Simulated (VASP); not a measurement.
# Cl (P6_3/mmc) in VASP: a series of runs

Cl is run at these levels: LDA; tasks: single point.

Program: VASP 6.6.1. These are calculated values, not measurements. Logs are shortened: lines on timing, memory, paths and dates and some standing lists are left out, and cuts for length are marked.

## 1. The cell of the first run

Symmetry: P6_3/mmc, No. 194, hexagonal system. The conventional cell has a = 3.397 Å, b = 3.397 Å, c = 3.889 Å, α = 90.00°, β = 90.00°, γ = 120.00°. Within 3.6 Å of Cl (site symmetry -6m2) lie 12 Cl at 2.76 to 3.40 Å.

## 2. Single point, LDA

Input file INCAR:

```
SYSTEM = Cl
ALGO = Normal ; EDIFF = 1E-6
ENCUT = 520 ; GGA = CA
ISIF = 2 ; ISMEAR = -1
LASPH = .TRUE. ; LCHARG = .FALSE.
LREAL = .FALSE. ; LWAVE = .FALSE.
NBANDS = 14 ; NELM = 100
PREC = Accurate ; SIGMA = 0.05
```

Input file KPOINTS:

```
k-points
0
G
  15 15 8
  0 0 0
```

Input file POSCAR:

```
Cl
1.0
    3.3971155270      0.0000000000      0.0000000000
   -1.6985577635      2.9419883459      0.0000000000
    0.0000000000      0.0000000000      3.8893186575
Cl
2
Direct
    0.3333333333      0.6666666667      0.2500000000
    0.6666666667      0.3333333333      0.7500000000
```

Potentials or basis: VASP PAW LDA potentials, release 64 (Cl).

Run with:

```console
$ cat potpaw_LDA.64/Cl/POTCAR > POTCAR
$ mpirun -np 1 vasp_std > vasp.out
```

OUTCAR:

```text
SYSTEM = Cl
   EDIFF = 1E-6
   ENCUT = 520
   GGA = CA
   ISIF = 2
   ISMEAR = -1
   LASPH = .TRUE.
   LREAL = .FALSE.
   NELM = 100
   PREC = Accurate

 ion  position               nearest neighbor table
   1  0.333  0.667  0.250-
   2  0.667  0.333  0.750-

  LATTYP: Found a hexagonal cell.
 ALAT       =     3.3971155270
 C/A-ratio  =     1.1448885464

  Lattice vectors:

 A1 = (   3.3971155270,   0.0000000000,   0.0000000000)
 A2 = (  -1.6985577635,   2.9419883459,   0.0000000000)
 A3 = (   0.0000000000,   0.0000000000,   3.8893186575)

Analysis of symmetry for initial positions (statically):
=====================================================================
 Subroutine PRICEL returns:
 Original cell was already a primitive cell.

 Routine SETGRP: Setting up the symmetry group for a
 hexagonal supercell.

 Subroutine GETGRP returns: Found 24 space group operations
 (whereof 12 operations were pure point group operations)
 out of a pool of 24 trial point group operations.

The static configuration has the point symmetry D_3d.
 The point group associated with its full space group is D_6h.

Analysis of symmetry for dynamics (positions and initial velocities):
=====================================================================
 Subroutine PRICEL returns:
 Original cell was already a primitive cell.

 Routine SETGRP: Setting up the symmetry group for a
 hexagonal supercell.

 Subroutine GETGRP returns: Found 24 space group operations
 (whereof 12 operations were pure point group operations)
 out of a pool of 24 trial point group operations.

The dynamic configuration has the point symmetry D_3d.
 The point group associated with its full space group is D_6h.

 Subroutine INISYM returns: Found 24 space group operations
 (whereof 12 operations are pure point group operations),
 and found     1 'primitive' translations

----------------------------------------------------------------------------------------

                                     Primitive cell

  volume of cell :      38.8709

  direct lattice vectors                    reciprocal lattice vectors
     3.397115527  0.000000000  0.000000000     0.294367381  0.169953087  0.000000000
    -1.698557763  2.941988346  0.000000000     0.000000000  0.339906173  0.000000000
     0.000000000  0.000000000  3.889318658     0.000000000  0.000000000  0.257114443

  length of vectors
     3.397115527  3.397115527  3.889318658     0.339906173  0.339906173  0.257114443

[... 85 lines left out ...]
   NFREE  =      0    steps in history (QN), initial steepest desc. (CG)
   ISIF   =      2    stress and relaxation
   ISYM   =      2    0-nonsym 1-usesym 2-fastsym
   POTIM  = 0.5000    time-step for ionic-motion
   TEBEG  =    0.0;   TEEND  =   0.0 temperature during run
   PSTRESS=    0.0 pullay stress
   NELECT =      14.0000    total number of electrons
   NUPDOWN=      -1.0000    fix difference up-down
   EMIN   =  10.00;   EMAX   =-10.00  energy-range for DOS
   EFERMI =   0.00;   METHOD = LEGACY
   ISMEAR =    -1;   SIGMA  =   0.05  broadening in eV -4-tet -1-fermi 0-gaus
   EFERMI_NEDOS =   21; number of points for ismear=-14 and -15
   IALGO  =     38    algorithm
   IMIX   =      4    mixing-type and parameters
     AMIX     =   0.40;   BMIX     =  1.00
     AMIX_MAG =   1.60;   BMIX_MAG =  1.00
  volume/ion in A,a.u.               =      19.44       131.16
  Fermi-wavevector in a.u.,A,eV,Ry     =   1.164776  2.201108 18.459081  1.356704
  Thomas-Fermi vector in A             =   2.301310
   LORBIT       =      0    0 simple, 1 ext, 2 COOP (PROOUT), +10 PAW based schemes
   GGA     = CA    functional components
   LHFCALC =     F    Hartree Fock is set to
   AEXX    =    0.0000 exact exchange contribution
   IVDW    =     0    specifies the selected vdW correction
   LEPSILON=     F    determine dielectric tensor
   LRPA    =     F    only Hartree local field effects (RPA)
 non-spin polarized calculation
  energy-cutoff  :      520.00
  volume of cell :       38.87
 maximum number of plane-waves:      1064
 NGX is ok and might be reduce to    28
   NGX = 13   NGY = 13   NGZ = 15

 number of electron      13.9999999 magnetization

 Free energy of the ion-electron system (eV)
  ---------------------------------------------------
  ext. energy  EPLUGINS =         0.00000000
  ---------------------------------------------------
  free energy    TOTEN  =        -3.41268190 eV

  energy without entropy =       -3.39226056  energy(sigma->0) =       -3.40247123

 E-fermi :   3.1395     XC(G=0): -10.3184

 val. band max:        3.1369268043   @ k =   0.3333   0.0000   0.5000
 cond. band min:       3.1475708440   @ k =   0.2000   0.0000   0.1250
 fundamental gap:      0.0106440396
 Fermi energy:         3.1395238489

 k-point     1 :       0.0000    0.0000    0.0000
  band No.  band energies     occupation
      1     -13.4769      2.00000
      2      -9.5553      2.00000
      3      -2.0011      2.00000
      4       0.9292      2.00000
      5       0.9292      2.00000
      6       3.0009      1.88240
      7       3.0009      1.88240
      8       4.3324      0.00000
      9       9.8971      0.00000
     10      11.8619      0.00000
     11      15.0041      0.00000
     12      15.0041      0.00000
     13      16.6330      0.00000
     14      16.6330      0.00000
[... 377 lines left out ...]
      1     -11.6432      2.00000
      2     -10.8483      2.00000
      3      -1.7797      2.00000
      4       0.1370      2.00000
      5       0.1777      2.00000
      6       1.0336      2.00000
      7       1.3307      2.00000
      8       3.0138      1.85025
      9      11.3321      0.00000
     10      12.1777      0.00000
     11      14.8460      0.00000
     12      14.9294      0.00000
     13      17.4828      0.00000
     14      18.9816      0.00000

 [... further k-points ...]
[... 5 lines left out ...]
  --------------------------------------------------------------------------------------
  -------------------------------------------------------------------------------------
  Total       -0.0161445     -0.0161445     -0.0094024      0.0000000      0.0000000      0.0000000
  in kB       -0.6654431     -0.6654431     -0.3875486      0.0000000      0.0000000      0.0000000
  external PRESSURE =      -0.5728116 kB  Pullay stress =       0.0000000 kB

 VOLUME and BASIS-vectors are now :
 -----------------------------------------------------------------------------
  energy-cutoff  :      520.00
  volume of cell :       38.87
      direct lattice vectors                 reciprocal lattice vectors
     3.397115527  0.000000000  0.000000000     0.294367381  0.169953087  0.000000000
    -1.698557763  2.941988346  0.000000000     0.000000000  0.339906173  0.000000000
     0.000000000  0.000000000  3.889318658     0.000000000  0.000000000  0.257114443

 POSITION                                       TOTAL-FORCE (eV/Angst)
 -----------------------------------------------------------------------------------
     -0.00000      1.96133      0.97233         0.000000     -0.000000      0.000000
      1.69856      0.98066      2.91699        -0.000000      0.000000      0.000000
 -----------------------------------------------------------------------------------
    total drift:                               -0.000000      0.000000      0.000000

  FREE ENERGIE OF THE ION-ELECTRON SYSTEM (eV)
  ---------------------------------------------------
  free  energy   TOTEN  =        -3.4126819005 eV

  energy  without entropy=       -3.3922605612  energy(sigma->0) =       -3.40247123
```

OSZICAR:

```text
N       E                     dE             d eps       ncg     rms          rms(c)
DAV:   1     0.698367535567E+02    0.69837E+02   -0.65985E+03  3788   0.889E+02
DAV:   2    -0.140667794897E+00   -0.69977E+02   -0.66469E+02  5646   0.166E+02
DAV:   3    -0.341472487645E+01   -0.32741E+01   -0.32059E+01  5094   0.381E+01
DAV:   4    -0.344312568303E+01   -0.28401E-01   -0.28394E-01  4470   0.437E+00
DAV:   5    -0.344352693853E+01   -0.40126E-03   -0.40124E-03  5130   0.513E-01    0.896E+00
DAV:   6    -0.341791267204E+01    0.25614E-01   -0.22859E-02  4632   0.774E-01    0.548E+00
DAV:   7    -0.341367202567E+01    0.42406E-02   -0.28017E-02  4914   0.879E-01    0.322E-01
DAV:   8    -0.341267507995E+01    0.99695E-03   -0.33032E-03  4374   0.321E-01    0.287E-02
DAV:   9    -0.341268196435E+01   -0.68844E-05   -0.69112E-05  4962   0.563E-02    0.122E-02
DAV:  10    -0.341268190051E+01    0.63840E-07   -0.24216E-06  4086   0.970E-03
   1 F= -.34126819E+01 E0= -.34024712E+01  d E =-.204213E-01
```

It took 18 s on 1 thread of Intel Xeon 6975P-C (Granite Rapids), shared host; peak memory 0.17 GiB.

Results:

| Property | Result |
| --- | --- |
| Free energy | -3.4127 eV |
| Pressure | -0.1 GPa |
| Band gap on the k mesh | zero (band 7 reaches 4.13 eV, above the bottom of band 8 at 1.96 eV) |

## 3. Single point, LDA

Input file INCAR:

```
ALGO = Normal
EDIFF = 1E-6
ENCUT = 520
ISIF = 2
ISMEAR = -1
LASPH = T
LCHARG = F
LREAL = F
LWAVE = F
NBANDS = 14
NELM = 60
PREC = Accurate
SIGMA = 0.05
```

Input file KPOINTS:

```
k-points
0
Gamma
  14 14 11
```

Input file POSCAR:

```
Cl
1.0
    3.3946509583      0.0000000000      0.0000000000
   -1.6973254791      2.9398539668      0.0000000000
    0.0000000000      0.0000000000      3.8931433213
Cl
2
Direct
    0.3333333333      0.6666666667      0.2500000000
    0.6666666667      0.3333333333      0.7500000000
```

Potentials or basis: VASP PAW LDA potentials, release 64 (Cl).

Run with:

```console
$ cat potpaw_LDA.64/Cl/POTCAR > POTCAR
$ mpirun -np 1 vasp_std > vasp.out
```

OUTCAR:

```text
EDIFF = 1E-6
   ENCUT = 520
   ISIF = 2
   ISMEAR = -1
   LASPH = T
   LREAL = F
   NELM = 60
   PREC = Accurate

 ion  position               nearest neighbor table
   1  0.333  0.667  0.250-
   2  0.667  0.333  0.750-

  LATTYP: Found a hexagonal cell.
 ALAT       =     3.3946509583
 C/A-ratio  =     1.1468464267

  Lattice vectors:

 A1 = (   3.3946509583,   0.0000000000,   0.0000000000)
 A2 = (  -1.6973254791,   2.9398539668,   0.0000000000)
 A3 = (   0.0000000000,   0.0000000000,   3.8931433213)

Analysis of symmetry for initial positions (statically):
=====================================================================
 Subroutine PRICEL returns:
 Original cell was already a primitive cell.

 Routine SETGRP: Setting up the symmetry group for a
 hexagonal supercell.

 Subroutine GETGRP returns: Found 24 space group operations
 (whereof 12 operations were pure point group operations)
 out of a pool of 24 trial point group operations.

The static configuration has the point symmetry D_3d.
 The point group associated with its full space group is D_6h.

Analysis of symmetry for dynamics (positions and initial velocities):
=====================================================================
 Subroutine PRICEL returns:
 Original cell was already a primitive cell.

 Routine SETGRP: Setting up the symmetry group for a
 hexagonal supercell.

 Subroutine GETGRP returns: Found 24 space group operations
 (whereof 12 operations were pure point group operations)
 out of a pool of 24 trial point group operations.

The dynamic configuration has the point symmetry D_3d.
 The point group associated with its full space group is D_6h.

 Subroutine INISYM returns: Found 24 space group operations
 (whereof 12 operations are pure point group operations),
 and found     1 'primitive' translations

----------------------------------------------------------------------------------------

                                     Primitive cell
[... 114 lines left out ...]
  Thomas-Fermi vector in A             =   2.301490
   LORBIT       =      0    0 simple, 1 ext, 2 COOP (PROOUT), +10 PAW based schemes
   GGA     = CA    functional components
   LHFCALC =     F    Hartree Fock is set to
   AEXX    =    0.0000 exact exchange contribution
   IVDW    =     0    specifies the selected vdW correction
   LEPSILON=     F    determine dielectric tensor
   LRPA    =     F    only Hartree local field effects (RPA)
 non-spin polarized calculation
  energy-cutoff  :      520.00
  volume of cell :       38.85
 maximum number of plane-waves:      1064
 NGX is ok and might be reduce to    28
   NGX = 13   NGY = 13   NGZ = 15

 number of electron      13.9999999 magnetization

 Free energy of the ion-electron system (eV)
  ---------------------------------------------------
  ext. energy  EPLUGINS =         0.00000000
  ---------------------------------------------------
  free energy    TOTEN  =        -3.40900735 eV

  energy without entropy =       -3.38756107  energy(sigma->0) =       -3.39828421

 E-fermi :   3.1311     XC(G=0): -10.3214

 val. band max:        3.1266883034   @ k =   0.0714   0.0714   0.0000
 cond. band min:       3.1320129455   @ k =   0.2857   0.2143   0.1818
 fundamental gap:      0.0053246421
 Fermi energy:         3.1311434185

 k-point     1 :       0.0000    0.0000    0.0000
  band No.  band energies     occupation
      1     -13.4736      2.00000
      2      -9.5558      2.00000
      3      -2.0058      2.00000
      4       0.9427      2.00000
      5       0.9427      2.00000
      6       3.0082      1.84252
      7       3.0082      1.84252
      8       4.3390      0.00000
      9       9.9069      0.00000
     10      11.8749      0.00000
     11      15.0132      0.00000
     12      15.0132      0.00000
     13      16.6423      0.00000
     14      16.6423      0.00000
[... 377 lines left out ...]
      1     -11.3875      2.00000
      2     -11.0618      2.00000
      3      -1.9623      2.00000
      4       0.4432      2.00000
      5       0.5179      2.00000
      6       0.8133      2.00000
      7       0.9881      2.00000
      8       2.8220      1.99588
      9      11.8060      0.00000
     10      12.6078      0.00000
     11      14.0623      0.00000
     12      14.3966      0.00000
     13      18.7753      0.00000
     14      19.6587      0.00000

 [... further k-points ...]
[... 5 lines left out ...]
  --------------------------------------------------------------------------------------
  -------------------------------------------------------------------------------------
  Total       -0.0165548     -0.0165548     -0.0024103     -0.0000000     -0.0000000      0.0000000
  in kB       -0.6826723     -0.6826723     -0.0993940     -0.0000000     -0.0000000      0.0000000
  external PRESSURE =      -0.4882462 kB  Pullay stress =       0.0000000 kB

 VOLUME and BASIS-vectors are now :
 -----------------------------------------------------------------------------
  energy-cutoff  :      520.00
  volume of cell :       38.85
      direct lattice vectors                 reciprocal lattice vectors
     3.394650958  0.000000000  0.000000000     0.294581096  0.170076475  0.000000000
    -1.697325479  2.939853967  0.000000000     0.000000000  0.340152950  0.000000000
     0.000000000  0.000000000  3.893143321     0.000000000  0.000000000  0.256861851

 POSITION                                       TOTAL-FORCE (eV/Angst)
 -----------------------------------------------------------------------------------
     -0.00000      1.95990      0.97329        -0.000000      0.000000      0.000000
      1.69733      0.97995      2.91986         0.000000     -0.000000      0.000000
 -----------------------------------------------------------------------------------
    total drift:                               -0.000000      0.000000      0.000000

  FREE ENERGIE OF THE ION-ELECTRON SYSTEM (eV)
  ---------------------------------------------------
  free  energy   TOTEN  =        -3.4090073532 eV

  energy  without entropy=       -3.3875610690  energy(sigma->0) =       -3.39828421
```

stdout:

```text
POSCAR found type information on POSCAR Cl
 POSCAR found :  1 types and       2 ions
 scaLAPACK will be used
 LDA part: xc-table for (Slater(with rela. corr.)+CA(PZ))
 , standard interpolation
 POSCAR, INCAR and KPOINTS ok, starting setup
 FFT: planning ... GRIDC
 FFT: planning ... GRID_SOFT
 FFT: planning ... GRID
 WAVECAR not read
 entering main loop
```

Run time: 20 s. Hardware: 1 thread of Intel Xeon 6975P-C (Granite Rapids), shared host; peak memory 0.17 GiB.

Results:

* Free energy: -3.4090 eV
* Pressure: 0.0 GPa
* Band gap on the k mesh: zero (band 7 reaches 4.02 eV, above the bottom of band 8 at 2.12 eV)
